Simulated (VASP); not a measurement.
# CdS (P3m1) in VASP: further runs

CdS is run at these levels: r2SCAN; tasks: single point.

Everything below comes from runs of VASP 6.6.1. Logs are shortened: lines on timing, memory, paths and dates and some standing lists are left out, and cuts for length are marked.

### Step 1. The cell of the first run

The structure is trigonal, space group P3m1 (No. 156). The conventional cell has a = 4.261 Å, b = 4.261 Å, c = 5.804 Å, α = 90.00°, β = 90.00°, γ = 120.00°. Within 3.2 Å of Cd (site symmetry 3m) lie 3 S at 2.46 Å. Within 3.2 Å of S (site symmetry 3m) lie 3 Cd at 2.46 Å.

### Step 2. Single point, r2SCAN

POSCAR

```
CdS
1.0
    4.2611700000      0.0000000000      0.0000000000
   -2.1305850000      3.6902814698      0.0000000000
    0.0000000000      0.0000000000      5.8041730000
Cd S
1 1
Direct
    0.0000000000      0.0000000000      0.4426920000
    0.6666666667      0.3333333333      0.4343080000
```

INCAR.step1

```
SYSTEM = CdS
PREC = Accurate
ENCUT = 550
ISMEAR = -1
SIGMA = 0.1
LREAL = .FALSE.
LASPH = .TRUE.
NELM = 120
NBANDS = 16
GGA = PE
ALGO = Normal
EDIFF = 1E-5
LWAVE = .TRUE.
LCHARG = .FALSE.
GGA_COMPAT = .FALSE.
```

INCAR.step2

```
SYSTEM = CdS
PREC = Accurate
ENCUT = 550
EDIFF = 1E-6
ISMEAR = -1
SIGMA = 0.1
LREAL = .FALSE.
LASPH = .TRUE.
NELM = 120
ALGO = Normal
ISIF = 2
LWAVE = .FALSE.
LCHARG = .TRUE.
METAGGA = R2SCAN
LMIXTAU = .TRUE.
LELF = .TRUE.
LVHAR = .TRUE.
NBANDS = 16
ISTART = 1
GGA_COMPAT = .FALSE.
```

KPOINTS

```
Automatic mesh
0
G
  3 3 2
  0 0 0
```

Potentials or basis: VASP PAW PBE potentials, release 64 (Cd, S).

Run with:

```
$ cat potpaw_PBE.64/Cd/POTCAR potpaw_PBE.64/S/POTCAR > POTCAR
$ cp INCAR.step1 INCAR
$ mpirun -np 1 vasp_std > vasp.out
$ cp INCAR.step2 INCAR
$ mpirun -np 1 vasp_std > vasp.out
```

OUTCAR:

```text
SYSTEM = CdS
   PREC = Accurate
   ENCUT = 550
   EDIFF = 1E-6
   ISMEAR = -1
   LREAL = .FALSE.
   LASPH = .TRUE.
   NELM = 120
   ISIF = 2
   METAGGA = R2SCAN
   ISTART = 1

 ion  position               nearest neighbor table
   1  0.000  0.000  0.443-   2 2.46   2 2.46   2 2.46
   2  0.667  0.333  0.434-   1 2.46   1 2.46   1 2.46

  LATTYP: Found a hexagonal cell.
 ALAT       =     4.2611700000
 C/A-ratio  =     1.3621078248

  Lattice vectors:

 A1 = (   4.2611700000,   0.0000000000,   0.0000000000)
 A2 = (  -2.1305850000,   3.6902814698,   0.0000000000)
 A3 = (   0.0000000000,   0.0000000000,   5.8041730000)

Analysis of symmetry for initial positions (statically):
=====================================================================
 Subroutine PRICEL returns:
 Original cell was already a primitive cell.

 Routine SETGRP: Setting up the symmetry group for a
 hexagonal supercell.

 Subroutine GETGRP returns: Found  6 space group operations
 (whereof  6 operations were pure point group operations)
 out of a pool of 24 trial point group operations.

The static configuration has the point symmetry C_3v.

Analysis of symmetry for dynamics (positions and initial velocities):
=====================================================================
 Subroutine PRICEL returns:
 Original cell was already a primitive cell.

 Routine SETGRP: Setting up the symmetry group for a
 hexagonal supercell.

 Subroutine GETGRP returns: Found  6 space group operations
 (whereof  6 operations were pure point group operations)
 out of a pool of 24 trial point group operations.

The dynamic configuration has the point symmetry C_3v.

 Subroutine INISYM returns: Found  6 space group operations
 (whereof  6 operations are pure point group operations),
 and found     1 'primitive' translations

----------------------------------------------------------------------------------------

                                     Primitive cell

  volume of cell :      91.2701

  direct lattice vectors                    reciprocal lattice vectors
     4.261170000  0.000000000  0.000000000     0.234677330  0.135491020  0.000000000
    -2.130585000  3.690281470  0.000000000     0.000000000  0.270982040  0.000000000
     0.000000000  0.000000000  5.804173000     0.000000000  0.000000000  0.172289834

  length of vectors
     4.261170000  4.261170000  5.804173000     0.270982040  0.270982040  0.172289834

  position of ions in fractional coordinates (direct lattice)
     0.000000000  0.000000000  0.442692000
     0.666666667  0.333333333  0.434308000

  ion indices of the primitive-cell ions
   primitive index   ion index
                 1           1
                 2           2

----------------------------------------------------------------------------------------

 KPOINTS: Automatic mesh

Automatic generation of k-mesh.
 Grid dimensions read from file:
 generate k-points for:    3    3    2

 Generating k-lattice:

  Cartesian coordinates                     Fractional coordinates (reciprocal lattice)
     0.078225777  0.045163673  0.000000000     0.333333333  0.000000000  0.000000000
     0.000000000  0.090327347  0.000000000     0.000000000  0.333333333  0.000000000
     0.000000000  0.000000000  0.086144917     0.000000000  0.000000000  0.500000000

  Length of vectors
     0.090327347  0.090327347  0.086144917

  Shift w.r.t. Gamma in fractional coordinates (k-lattice)
     0.000000000  0.000000000  0.000000000

 Subroutine IBZKPT returns following result:
 ===========================================

 Found      6 irreducible k-points:

 Following reciprocal coordinates:
            Coordinates               Weight
  0.000000  0.000000  0.000000      1.000000
  0.333333  0.000000  0.000000      6.000000
  0.333333  0.333333  0.000000      2.000000
  0.000000  0.000000  0.500000      1.000000
  0.333333  0.000000  0.500000      6.000000
  0.333333  0.333333  0.500000      2.000000
   k-points           NKPTS =      6   k-points in BZ     NKDIM =      6   number of bands    NBANDS=     16
   number of dos      NEDOS =    301   number of ions     NIONS =      2
   total plane-waves  NPLWV =  62208
   dimension x,y,z NGX =    36 NGY =   36 NGZ =   48
   dimension x,y,z NGXF=    72 NGYF=   72 NGZF=   96
   ions per type =               1   1
   NGX,Y,Z   is equivalent  to a cutoff of  14.05, 14.05, 13.75 a.u.
   NGXF,Y,Z  is equivalent  to a cutoff of  28.09, 28.09, 27.50 a.u.
 SYSTEM =  CdS
   PREC   = accura    normal or accurate (medium, high low for compatibility)
   ISTART =      1    job   : 0-new  1-cont  2-samecut
   ICHARG =      0    charge: 1-file 2-atom 10-const
   ISPIN  =      1    spin polarized calculation?
   LNONCOLLINEAR =      F non collinear calculations
   LSORBIT =      F    spin-orbit coupling
   LASPH  =      T    aspherical Exc in radial PAW
   ENCUT  =  550.0 eV  40.42 Ry    6.36 a.u.   8.15  8.15 11.10*2*pi/ulx,y,z
   NELM   =    120;   NELMIN=  2; NELMDL=  0     # of ELM steps
   EDIFF  = 0.1E-05   stopping-criterion for ELM
   LREAL  =      F    real-space projection
   EDIFFG = 0.1E-04   stopping-criterion for IOM
   NSW    =      0    number of steps for IOM
   IBRION =     -1    ionic relax: 0-MD 1-quasi-New 2-CG
   NFREE  =      0    steps in history (QN), initial steepest desc. (CG)
   ISIF   =      2    stress and relaxation
   ISYM   =      2    0-nonsym 1-usesym 2-fastsym
   POTIM  = 0.5000    time-step for ionic-motion
   TEBEG  =    0.0;   TEEND  =   0.0 temperature during run
   PSTRESS=    0.0 pullay stress
   NELECT =      18.0000    total number of electrons
   NUPDOWN=      -1.0000    fix difference up-down
   EMIN   =  10.00;   EMAX   =-10.00  energy-range for DOS
   EFERMI =   0.00;   METHOD = LEGACY
   ISMEAR =    -1;   SIGMA  =   0.10  broadening in eV -4-tet -1-fermi 0-gaus
   EFERMI_NEDOS =   21; number of points for ismear=-14 and -15
   IALGO  =     38    algorithm
   IMIX   =      4    mixing-type and parameters
     AMIX     =   0.40;   BMIX     =  1.00
     AMIX_MAG =   1.60;   BMIX_MAG =  1.00
  volume/ion in A,a.u.               =      45.64       307.96
  Fermi-wavevector in a.u.,A,eV,Ry     =   0.952919  1.800756 12.354840  0.908055
  Thomas-Fermi vector in A             =   2.081527
   LORBIT       =      0    0 simple, 1 ext, 2 COOP (PROOUT), +10 PAW based schemes
   METAGGA = R2SCAN    functional components
   LHFCALC =     F    Hartree Fock is set to
   AEXX    =    0.0000 exact exchange contribution
   IVDW    =     0    specifies the selected vdW correction
   LEPSILON=     F    determine dielectric tensor
   LRPA    =     F    only Hartree local field effects (RPA)
 non-spin polarized calculation
  energy-cutoff  :      550.00
  volume of cell :       91.27
 maximum number of plane-waves:      2700
 NGX is ok and might be reduce to    36
   NGX = 17   NGY = 17   NGZ = 23

 number of electron      17.9999999 magnetization

 Free energy of the ion-electron system (eV)
  ---------------------------------------------------
  ext. energy  EPLUGINS =         0.00000000
  ---------------------------------------------------
  free energy    TOTEN  =       -28.91795766 eV

  energy without entropy =      -28.91791134  energy(sigma->0) =      -28.91793450

 E-fermi :  -1.2723     XC(G=0):  -6.4525

 val. band max:       -2.2872424763   @ k =   0.0000   0.0000   0.5000
 cond. band min:      -0.4154839322   @ k =   0.0000   0.0000   0.0000
 fundamental gap:      1.8717585442
 Fermi energy:        -1.2723072992

 k-point     1 :       0.0000    0.0000    0.0000
  band No.  band energies     occupation
      1     -14.3940      2.00000
      2     -10.2205      2.00000
      3     -10.2205      2.00000
      4      -9.7179      2.00000
      5      -9.7179      2.00000
      6      -9.5218      2.00000
[... 8 lines left out ...]
     15       9.0890      0.00000
     16       9.9771      0.00000

 k-point     2 :       0.3333    0.0000    0.0000
  band No.  band energies     occupation
      1     -14.1402      2.00000
      2     -10.0511      2.00000
      3      -9.9936      2.00000
      4      -9.8032      2.00000
      5      -9.7299      2.00000
      6      -9.3806      2.00000
[... 8 lines left out ...]
     15       8.1973      0.00000
     16       8.8162      0.00000

 k-point     3 :       0.3333    0.3333    0.0000
  band No.  band energies     occupation
      1     -14.0134      2.00000
      2      -9.9947      2.00000
      3      -9.8805      2.00000
      4      -9.8223      2.00000
      5      -9.7574      2.00000
      6      -9.1082      2.00000
[... 8 lines left out ...]
     15       7.3649      0.00000
     16       7.7608      0.00000

 k-point     4 :       0.0000    0.0000    0.5000
  band No.  band energies     occupation
      1     -14.3903      2.00000
      2     -10.2204      2.00000
      3     -10.2204      2.00000
      4      -9.7184      2.00000
      5      -9.7184      2.00000
      6      -9.5127      2.00000
[... 8 lines left out ...]
     15       8.3674      0.00000
     16       9.4447      0.00000

 k-point     5 :       0.3333    0.0000    0.5000
  band No.  band energies     occupation
      1     -14.1372      2.00000
      2     -10.0502      2.00000
      3      -9.9935      2.00000
      4      -9.8050      2.00000
      5      -9.7306      2.00000
      6      -9.3758      2.00000
[... 8 lines left out ...]
     15       8.3963      0.00000
     16       8.4110      0.00000

 k-point     6 :       0.3333    0.3333    0.5000
  band No.  band energies     occupation
      1     -14.0109      2.00000
      2      -9.9931      2.00000
      3      -9.8804      2.00000
      4      -9.8241      2.00000
      5      -9.7585      2.00000
      6      -9.1073      2.00000
[... 8 lines left out ...]
     15       7.6234      0.00000
     16       9.1293      0.00000

------------------------ aborting loop because EDIFF is reached ----------------------------------------

  FORCE on cell =-STRESS in cart. coord.  units (eV):
  Direction    XX          YY          ZZ          XY          YZ          ZX
  --------------------------------------------------------------------------------------
  -------------------------------------------------------------------------------------
  Total       -0.4201595     -0.4201595     -0.0256049      0.0000000     -0.0000000     -0.0000000
  in kB       -7.3755773     -7.3755773     -0.4494748      0.0000000     -0.0000000     -0.0000000
  external PRESSURE =      -5.0668764 kB  Pullay stress =       0.0000000 kB

 VOLUME and BASIS-vectors are now :
 -----------------------------------------------------------------------------
  energy-cutoff  :      550.00
  volume of cell :       91.27
      direct lattice vectors                 reciprocal lattice vectors
     4.261170000  0.000000000  0.000000000     0.234677330  0.135491020  0.000000000
    -2.130585000  3.690281470  0.000000000     0.000000000  0.270982040  0.000000000
     0.000000000  0.000000000  5.804173000     0.000000000  0.000000000  0.172289834

 POSITION                                       TOTAL-FORCE (eV/Angst)
 -----------------------------------------------------------------------------------
      0.00000      0.00000      2.56946         0.000000     -0.000000     -0.006647
      2.13059      1.23009      2.52080        -0.000000      0.000000      0.006647
 -----------------------------------------------------------------------------------
    total drift:                                0.000000     -0.000000      0.000151

  FREE ENERGIE OF THE ION-ELECTRON SYSTEM (eV)
  ---------------------------------------------------
  free  energy   TOTEN  =       -28.9179576627 eV

  energy  without entropy=      -28.9179113446  energy(sigma->0) =      -28.91793450
```

It took 43 s on 1 thread of AMD EPYC 9R45 (Zen 5), shared host; peak memory 0.22 GiB.

What came out:

- Free energy: -28.9180 eV
- Pressure: -0.5 GPa
- Largest force: 0.007 eV/Å
- Band gap on the k mesh: 1.87 eV

Forces on the atoms (eV/Å):
```
Cd   0.000  0.000 -0.007
S    0.000  0.000  0.007
```

Caveat: the k points lie up to 0.57 Å⁻¹ apart; the PAW data sets were made with another functional, which shifts forces and pressure a little. A k mesh can miss the band edges.

### Step 3. Single point, r2SCAN

POSCAR is that of step 2.

INCAR.step1

```
PREC = Accurate
ENCUT = 550
ISMEAR = -1
SIGMA = 0.1
LREAL = False
LASPH = True
NELM = 120
NBANDS = 16
GGA = PE
ALGO = Normal
EDIFF = 1E-5
LWAVE = True
LCHARG = False
GGA_COMPAT = False
```

INCAR.step2

```
PREC = Accurate
ENCUT = 550
EDIFF = 1E-6
ISMEAR = -1
SIGMA = 0.1
LREAL = False
LASPH = True
NELM = 120
ALGO = Normal
ISIF = 2
LWAVE = False
LCHARG = False
METAGGA = R2SCAN
LMIXTAU = True
NBANDS = 16
ISTART = 1
GGA_COMPAT = False
```

KPOINTS

```
regular mesh
0
Gamma
  3 3 2
```

Potentials or basis: VASP PAW PBE potentials, release 64 (Cd, S).

Run with:

```
$ cat potpaw_PBE.64/Cd/POTCAR potpaw_PBE.64/S/POTCAR > POTCAR
$ cp INCAR.step1 INCAR
$ mpirun -np 1 vasp_std > vasp.out
$ cp INCAR.step2 INCAR
$ mpirun -np 1 vasp_std > vasp.out
```

Wall time 41 s (1 thread of AMD EPYC 9R45 (Zen 5), shared host); peak memory 0.22 GiB.

Results (log left out):

* Free energy: -28.9180 eV
* Pressure: -0.5 GPa
* Largest force: 0.007 eV/Å
* Band gap on the k mesh: 1.87 eV

Forces on the atoms (eV/Å):
```
Cd   0.000  0.000 -0.007
S    0.000  0.000  0.007
```

Stress tensor (GPa, compression positive):
```
-0.74  0.00  0.00
 0.00 -0.74  0.00
 0.00  0.00 -0.04
```

Levels at points of the mesh, in eV from the valence-band top:
```tsv
k point	band 5	band 6	band 7	band 8	band 9	band 10	band 11	band 12	band 13	band 14
(0.00, 0.00, 0.00)	-7.43	-7.23	-1.13	0.00	0.00	1.87	5.85	7.40	7.40	7.50
(0.00, 0.00, 0.50)	-7.43	-7.23	-1.35	0.00	0.00	2.20	5.33	7.46	7.46	9.71
```

Caveat: the k points lie up to 0.57 Å⁻¹ apart; the PAW data sets were made with another functional, which shifts forces and pressure a little. A k mesh can miss the band edges.
